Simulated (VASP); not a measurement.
# I2 in VASP: a series of runs

The runs below take I2 through single point, relaxation of the atoms, with PBE+D3(BJ).

Everything below comes from runs of VASP 6.6.1. Logs are shortened: lines on timing, memory, paths and dates and some standing lists are left out, and cuts for length are marked.

## (1) The cell of the first run

The cell holds a molecule in a box, 2 atoms: a = 9.000 Å, b = 10.700 Å, c = 11.800 Å, α = 90.00°, β = 90.00°, γ = 90.00°.

## (2) Single point, PBE+D3(BJ)

Contents of INCAR:

```
SYSTEM = I
PREC = Accurate
ENCUT = 520
EDIFF = 1E-6
ISMEAR = 0
SIGMA = 0.01
LREAL = .FALSE.
LASPH = .TRUE.
NELM = 60
ALGO = Normal
ISIF = 2
LWAVE = .FALSE.
LCHARG = .FALSE.
GGA = PE
IVDW = 12
NBANDS = 14
```

Contents of KPOINTS:

```
regular mesh
0
G
  1 1 1
  0 0 0
```

Contents of POSCAR:

```
I
1.0
    9.0000000000      0.0000000000      0.0000000000
    0.0000000000     10.7000000000      0.0000000000
    0.0000000000      0.0000000000     11.8000000000
I
2
Direct
    0.5000000000      0.5714473313      0.3997955376
    0.5000000000      0.4285526687      0.6002044624
```

Potentials or basis: VASP PAW PBE potentials, release 64 (I).

Started as:

```sh
cat potpaw_PBE.64/I/POTCAR > POTCAR
mpirun -np 1 vasp_gam > vasp.out
```

OUTCAR:

```text
SYSTEM = I
   PREC = Accurate
   ENCUT = 520
   EDIFF = 1E-6
   ISMEAR = 0
   LREAL = .FALSE.
   LASPH = .TRUE.
   NELM = 60
   ISIF = 2
   GGA = PE
   IVDW = 12
 IVDW          = 12

 ion  position               nearest neighbor table
   1  0.500  0.571  0.400-   2 2.82
   2  0.500  0.429  0.600-   1 2.82

  LATTYP: Found a simple orthorhombic cell.
 ALAT       =     9.0000000000
 B/A-ratio  =     1.1888888889
 C/A-ratio  =     1.3111111111

  Lattice vectors:

 A1 = (   9.0000000000,   0.0000000000,   0.0000000000)
 A2 = (   0.0000000000,  10.7000000000,   0.0000000000)
 A3 = (   0.0000000000,   0.0000000000,  11.8000000000)

Analysis of symmetry for initial positions (statically):
=====================================================================
 Subroutine PRICEL returns:
 Original cell was already a primitive cell.

 Routine SETGRP: Setting up the symmetry group for a
 simple orthorhombic supercell.

 Subroutine GETGRP returns: Found  4 space group operations
 (whereof  4 operations were pure point group operations)
 out of a pool of  8 trial point group operations.

The static configuration has the point symmetry C_2h.

Analysis of symmetry for dynamics (positions and initial velocities):
=====================================================================
 Subroutine PRICEL returns:
 Original cell was already a primitive cell.

 Routine SETGRP: Setting up the symmetry group for a
 simple orthorhombic supercell.

 Subroutine GETGRP returns: Found  4 space group operations
 (whereof  4 operations were pure point group operations)
 out of a pool of  8 trial point group operations.

The dynamic configuration has the point symmetry C_2h.

 Subroutine INISYM returns: Found  4 space group operations
 (whereof  4 operations are pure point group operations),
 and found     1 'primitive' translations

----------------------------------------------------------------------------------------

                                     Primitive cell

  volume of cell :    1136.3400

  direct lattice vectors                    reciprocal lattice vectors
     9.000000000  0.000000000  0.000000000     0.111111111  0.000000000  0.000000000
     0.000000000 10.700000000  0.000000000     0.000000000  0.093457944  0.000000000
     0.000000000  0.000000000 11.800000000     0.000000000  0.000000000  0.084745763

  length of vectors
     9.000000000 10.700000000 11.800000000     0.111111111  0.093457944  0.084745763

  position of ions in fractional coordinates (direct lattice)
     0.500000000  0.571447331  0.399795538
     0.500000000  0.428552669  0.600204462

  ion indices of the primitive-cell ions
   primitive index   ion index
                 1           1
                 2           2

----------------------------------------------------------------------------------------

 KPOINTS: regular mesh

Automatic generation of k-mesh.
 Grid dimensions read from file:
 generate k-points for:    1    1    1

 Generating k-lattice:

  Cartesian coordinates                     Fractional coordinates (reciprocal lattice)
     0.111111111  0.000000000  0.000000000     1.000000000  0.000000000  0.000000000
     0.000000000  0.093457944  0.000000000     0.000000000  1.000000000  0.000000000
     0.000000000  0.000000000  0.084745763     0.000000000  0.000000000  1.000000000

  Length of vectors
     0.111111111  0.093457944  0.084745763

  Shift w.r.t. Gamma in fractional coordinates (k-lattice)
     0.000000000  0.000000000  0.000000000

 Subroutine IBZKPT returns following result:
 ===========================================

 Found      1 irreducible k-points:

 Following reciprocal coordinates:
            Coordinates               Weight
  0.000000  0.000000  0.000000      1.000000
   k-points           NKPTS =      1   k-points in BZ     NKDIM =      1   number of bands    NBANDS=     14
   number of dos      NEDOS =    301   number of ions     NIONS =      2
   total plane-waves  NPLWV = 504000
   dimension x,y,z NGX =    70 NGY =   80 NGZ =   90
   dimension x,y,z NGXF=   140 NGYF=  160 NGZF=  180
   ions per type =               2
   NGX,Y,Z   is equivalent  to a cutoff of  12.93, 12.43, 12.68 a.u.
   NGXF,Y,Z  is equivalent  to a cutoff of  25.86, 24.86, 25.36 a.u.
 SYSTEM =  I
   PREC   = accura    normal or accurate (medium, high low for compatibility)
   ISTART =      0    job   : 0-new  1-cont  2-samecut
   ICHARG =      2    charge: 1-file 2-atom 10-const
   ISPIN  =      1    spin polarized calculation?
   LNONCOLLINEAR =      F non collinear calculations
   LSORBIT =      F    spin-orbit coupling
   LASPH  =      T    aspherical Exc in radial PAW
   ENCUT  =  520.0 eV  38.22 Ry    6.18 a.u.  16.73 19.89 21.94*2*pi/ulx,y,z
   NELM   =     60;   NELMIN=  2; NELMDL= -5     # of ELM steps
   EDIFF  = 0.1E-05   stopping-criterion for ELM
   LREAL  =      F    real-space projection
   EDIFFG = 0.1E-04   stopping-criterion for IOM
   NSW    =      0    number of steps for IOM
   IBRION =     -1    ionic relax: 0-MD 1-quasi-New 2-CG
   NFREE  =      0    steps in history (QN), initial steepest desc. (CG)
   ISIF   =      2    stress and relaxation
   ISYM   =      2    0-nonsym 1-usesym 2-fastsym
   POTIM  = 0.5000    time-step for ionic-motion
   TEBEG  =    0.0;   TEEND  =   0.0 temperature during run
   PSTRESS=    0.0 pullay stress
   NELECT =      14.0000    total number of electrons
   NUPDOWN=      -1.0000    fix difference up-down
   EMIN   =  10.00;   EMAX   =-10.00  energy-range for DOS
   EFERMI =   0.00;   METHOD = LEGACY
   ISMEAR =     0;   SIGMA  =   0.01  broadening in eV -4-tet -1-fermi 0-gaus
   EFERMI_NEDOS =   21; number of points for ismear=-14 and -15
   IALGO  =     38    algorithm
   IMIX   =      4    mixing-type and parameters
     AMIX     =   0.40;   BMIX     =  1.00
     AMIX_MAG =   1.60;   BMIX_MAG =  1.00
  volume/ion in A,a.u.               =     568.17      3834.20
  Fermi-wavevector in a.u.,A,eV,Ry     =   0.378107  0.714519  1.945156  0.142965
  Thomas-Fermi vector in A             =   1.311177
   LORBIT       =      0    0 simple, 1 ext, 2 COOP (PROOUT), +10 PAW based schemes
   GGA     = PE    functional components
   LHFCALC =     F    Hartree Fock is set to
   AEXX    =    0.0000 exact exchange contribution
   IVDW    =    12    specifies the selected vdW correction
   LEPSILON=     F    determine dielectric tensor
   LRPA    =     F    only Hartree local field effects (RPA)
 non-spin polarized calculation
 Gauss-broadening in eV      SIGMA  =   0.01
  energy-cutoff  :      520.00
  volume of cell :     1136.34
 maximum number of plane-waves:     15267
 NGX is ok and might be reduce to    70
   NGX = 33   NGY = 39   NGZ = 43

 number of electron      13.9999998 magnetization

 Free energy of the ion-electron system (eV)
  ---------------------------------------------------
  ext. energy  EPLUGINS =         0.00000000
  ---------------------------------------------------
  free energy    TOTEN  =        -2.58961967 eV

  energy without entropy =       -2.58961967  energy(sigma->0) =       -2.58961967

 E-fermi :  -5.6849     XC(G=0):  -1.2639

 val. band max:       -5.7728635411   @ k =   0.0000   0.0000   0.0000
 cond. band min:      -4.3285089569   @ k =   0.0000   0.0000   0.0000
 fundamental gap:      1.4443545842
 Fermi energy:        -5.6849146112

 k-point     1 :       0.0000    0.0000    0.0000
  band No.  band energies     occupation
      1     -17.8744      2.00000
      2     -16.2202      2.00000
      3      -8.7770      2.00000
      4      -7.0566      2.00000
      5      -7.0535      2.00000
      6      -5.7762      2.00000
      7      -5.7729      2.00000
      8      -4.3285      0.00000
      9      -0.2539      0.00000
     10       0.8821      0.00000
     11       0.9294      0.00000
     12       1.1497      0.00000
     13       1.3104      0.00000
     14       1.4971      0.00000

------------------------ aborting loop because EDIFF is reached ----------------------------------------

 Edisp (eV)   -0.05166

 E8    (eV) :    -0.0247

  FORCE on cell =-STRESS in cart. coord.  units (eV):
  Direction    XX          YY          ZZ          XY          YZ          ZX
  --------------------------------------------------------------------------------------
  -------------------------------------------------------------------------------------
  Total       0.02271    -0.92423    -2.20388     0.00000     1.41310     0.00000
  in kB       0.03203    -1.30311    -3.10734     0.00000     1.99239     0.00000
  external pressure =       -1.46 kB  Pullay stress =        0.00 kB

 VOLUME and BASIS-vectors are now :
 -----------------------------------------------------------------------------
  energy-cutoff  :      520.00
  volume of cell :     1136.34
      direct lattice vectors                 reciprocal lattice vectors
     9.000000000  0.000000000  0.000000000     0.111111111  0.000000000  0.000000000
     0.000000000 10.700000000  0.000000000     0.000000000  0.093457944  0.000000000
     0.000000000  0.000000000 11.800000000     0.000000000  0.000000000  0.084745763

 POSITION                                       TOTAL-FORCE (eV/Angst)
 -----------------------------------------------------------------------------------
      4.50000      6.11449      4.71759        -0.000000     -0.597238      0.927024
      4.50000      4.58551      7.08241         0.000000      0.597238     -0.927024
 -----------------------------------------------------------------------------------
    total drift:                               -0.000000     -0.000000      0.000000

  FREE ENERGIE OF THE ION-ELECTRON SYSTEM (eV)
  ---------------------------------------------------
  free  energy   TOTEN  =        -2.6412762176 eV

  energy  without entropy=       -2.6412762176  energy(sigma->0) =       -2.64127622
```

Wall time 47 s (1 thread of Intel Xeon Platinum 8488C (Sapphire Rapids), shared host); peak memory 0.83 GiB.

What came out:

```yaml
Free_energy: -2.6413 eV
Largest_force: 1.103 eV/Å
Gap_between_the_frontier_levels: 1.44 eV
Dispersion_energy_per_atom: -0.026 eV
```

Forces in eV/Å, atoms in the order of the input:
```
I    0.000 -0.597  0.927
I    0.000  0.597 -0.927
```

Caveat: spin-orbit coupling is left out, which moves the levels of the heavy elements.

## (3) Single point, PBE+D3(BJ)

Contents of INCAR:

```
PREC = Accurate
ENCUT = 520
EDIFF = 1E-6
ISMEAR = 0
SIGMA = 0.01
LREAL = False
LASPH = True
NELM = 60
ALGO = Normal
ISIF = 2
LWAVE = False
LCHARG = False
GGA = PE
IVDW = 12
NBANDS = 14
```

Contents of KPOINTS:

```
regular mesh
0
Gamma
  1 1 1
```

Contents of POSCAR:

```
I
1.0
    9.0000000000      0.0000000000      0.0000000000
    0.0000000000     10.7000000000      0.0000000000
    0.0000000000      0.0000000000     11.8000000000
I
2
Direct
    0.5000000000      0.5681129974      0.4044828774
    0.5000000000      0.4318870026      0.5955171226
```

Potentials or basis: VASP PAW PBE potentials, release 64 (I).

Started as:

```sh
cat potpaw_PBE.64/I/POTCAR > POTCAR
mpirun -np 1 vasp_gam > vasp.out
```

It took 51 s on 1 thread of Intel Xeon Platinum 8488C (Sapphire Rapids), shared host; peak memory 0.85 GiB.

It converged, with:

- Free energy: -2.7220 eV
- Largest force: 0.020 eV/Å
- Gap between the frontier levels: 1.82 eV
- Dispersion energy per atom: -0.026 eV

Forces in eV/Å, atoms in the order of the input:
```
I    0.000 -0.009  0.018
I    0.000  0.009 -0.018
```

Levels at points of the mesh, in eV from the valence-band top:
```tsv
k point	band 4	band 5	band 6	band 7	band 8	band 9	band 10	band 11
(0.00, 0.00, 0.00)	-1.59	-1.58	0.00	0.00	1.82	5.39	6.51	6.61
```

Caveat: spin-orbit coupling is left out, which moves the levels of the heavy elements.

## (4) Relaxation of the atoms, PBE+D3(BJ)

Contents of INCAR:

```
SYSTEM = I
PREC = Accurate
ENCUT = 520
EDIFF = 1E-7
ISMEAR = 0
SIGMA = 0.01
LREAL = .False.
LASPH = .True.
NELM = 80
ALGO = Normal
ISIF = 2
LWAVE = .False.
LCHARG = .False.
GGA = PE
IVDW = 12
IBRION = 2
NSW = 80
EDIFFG = -0.01
```

Contents of KPOINTS:

```
regular mesh
0
Gamma
  1 1 1
  0 0 0
```

Contents of POSCAR:

```
I
1.0
    9.0000000000      0.0000000000      0.0000000000
    0.0000000000     10.7000000000      0.0000000000
    0.0000000000      0.0000000000     11.8000000000
I
2
Direct
    0.5000000000      0.5714473313      0.3997955376
    0.5000000000      0.4285526687      0.6002044624
```

Potentials or basis: VASP PAW PBE potentials, release 64 (I).

Started as:

```sh
cat potpaw_PBE.64/I/POTCAR > POTCAR
mpirun -np 1 vasp_gam > vasp.out
```

OUTCAR:

```text
SYSTEM = I
   PREC = Accurate
   ENCUT = 520
   EDIFF = 1E-7
   ISMEAR = 0
   LREAL = .False.
   LASPH = .True.
   NELM = 80
   ISIF = 2
   GGA = PE
   IVDW = 12
   IBRION = 2
   NSW = 80
   EDIFFG = -0.01
 IVDW          = 12

 ion  position               nearest neighbor table
   1  0.500  0.571  0.400-   2 2.82
   2  0.500  0.429  0.600-   1 2.82

  LATTYP: Found a simple orthorhombic cell.
 ALAT       =     9.0000000000
 B/A-ratio  =     1.1888888889
 C/A-ratio  =     1.3111111111

  Lattice vectors:

 A1 = (   9.0000000000,   0.0000000000,   0.0000000000)
 A2 = (   0.0000000000,  10.7000000000,   0.0000000000)
 A3 = (   0.0000000000,   0.0000000000,  11.8000000000)

Analysis of symmetry for initial positions (statically):
[... 149 lines left out ...]
  free energy    TOTEN  =        -2.58962165 eV

  energy without entropy =       -2.58962165  energy(sigma->0) =       -2.58962165

------------------------ aborting loop because EDIFF is reached ----------------------------------------

 Edisp (eV)   -0.05166

 E8    (eV) :    -0.0247
[... 71 lines left out ...]
--------------------------------------- Ionic step        3  -------------------------------------------

 number of electron      14.0000001 magnetization

 Free energy of the ion-electron system (eV)
  ---------------------------------------------------
  ext. energy  EPLUGINS =         0.00000000
  ---------------------------------------------------
  free energy    TOTEN  =        -2.66982365 eV

  energy without entropy =       -2.66982365  energy(sigma->0) =       -2.66982365

 E-fermi :  -5.5815     XC(G=0):  -1.2436

 val. band max:       -5.6417884346   @ k =   0.0000   0.0000   0.0000
 cond. band min:      -3.8167041132   @ k =   0.0000   0.0000   0.0000
 fundamental gap:      1.8250843214
 Fermi energy:        -5.5814904668

 k-point     1 :       0.0000    0.0000    0.0000
  band No.  band energies     occupation
      1     -18.2105      2.00000
      2     -16.0385      2.00000
      3      -8.9603      2.00000
      4      -7.2349      2.00000
      5      -7.2320      2.00000
      6      -5.6450      2.00000
      7      -5.6418      2.00000
      8      -3.8167      0.00000
      9      -0.2535      0.00000
     10       0.8655      0.00000
     11       0.9655      0.00000
[... 31 lines left out ...]
  FREE ENERGIE OF THE ION-ELECTRON SYSTEM (eV)
  ---------------------------------------------------
  free  energy   TOTEN  =        -2.7219732035 eV

  energy  without entropy=       -2.7219732035  energy(sigma->0) =       -2.72197320

 reached required accuracy - stopping structural energy minimisation
```

OSZICAR:

```text
N       E                     dE             d eps       ncg     rms          rms(c)
DAV:   1     0.126340566528E+03    0.12634E+03   -0.29424E+03    22   0.731E+02
DAV:   2     0.328234381239E+02   -0.93517E+02   -0.87484E+02    36   0.106E+02
DAV:   3    -0.178109577573E+01   -0.34605E+02   -0.34557E+02    33   0.750E+01
[... 48 lines left out ...]
DAV:  10    -0.266982205481E+01   -0.23652E-05   -0.13552E-07    36   0.157E-03    0.504E-04
DAV:  11    -0.266982300835E+01   -0.95354E-06   -0.57284E-08    33   0.997E-04    0.115E-04
DAV:  12    -0.266982341862E+01   -0.41027E-06   -0.17742E-08    22   0.605E-04    0.169E-04
DAV:  13    -0.266982359649E+01   -0.17787E-06   -0.92042E-09    25   0.416E-04    0.172E-04
DAV:  14    -0.266982365319E+01   -0.56691E-07   -0.31797E-10    14   0.186E-04
   3 F= -.27219732E+01 E0= -.27219732E+01  d E =-.806950E-01
```

It took 2.2 min on 1 thread of Intel Xeon Platinum 8488C (Sapphire Rapids), shared host; peak memory 0.94 GiB.

Results:

```
Free energy                     : -2.7220 eV
Energy gained by relaxing       : 40.3 meV/atom
Ionic steps                     : 3
Largest force after relaxing    : 0.005 eV/Å
Gap between the frontier levels : 1.83 eV
Dispersion energy per atom      : -0.026 eV
```

Forces in eV/Å, atoms in the order of the input:
```
I    0.000  0.004 -0.003
I    0.000 -0.004  0.003
```

The path:
| step | energy change (eV) | largest force (eV/Å) | pressure (GPa) |
| --- | --- | --- | --- |
| 1 | 0.0000 | 1.1027 | -0.15 |
| 2 | -0.0769 | 0.2769 | -0.04 |
| 3 | -0.0807 | 0.0049 | 0.00 |

Final structure:
```xyz
2
Lattice="9.0000 0.0000 0.0000 0.0000 10.7000 0.0000 0.0000 0.0000 11.8000" Properties=species:S:1:pos:R:3 pbc="T T T"
I     4.5000    6.0782    4.7739
I     4.5000    4.6218    7.0261
```

Levels at points of the mesh, in eV from the valence-band top:
| k point | band 5 | band 6 | band 7 | band 8 | band 9 | band 10 |
| --- | --- | --- | --- | --- | --- | --- |
| (0.00, 0.00, 0.00) | -1.59 | 0.00 | 0.00 | 1.83 | 5.39 | 6.51 |

Caveat: spin-orbit coupling is left out, which moves the levels of the heavy elements.
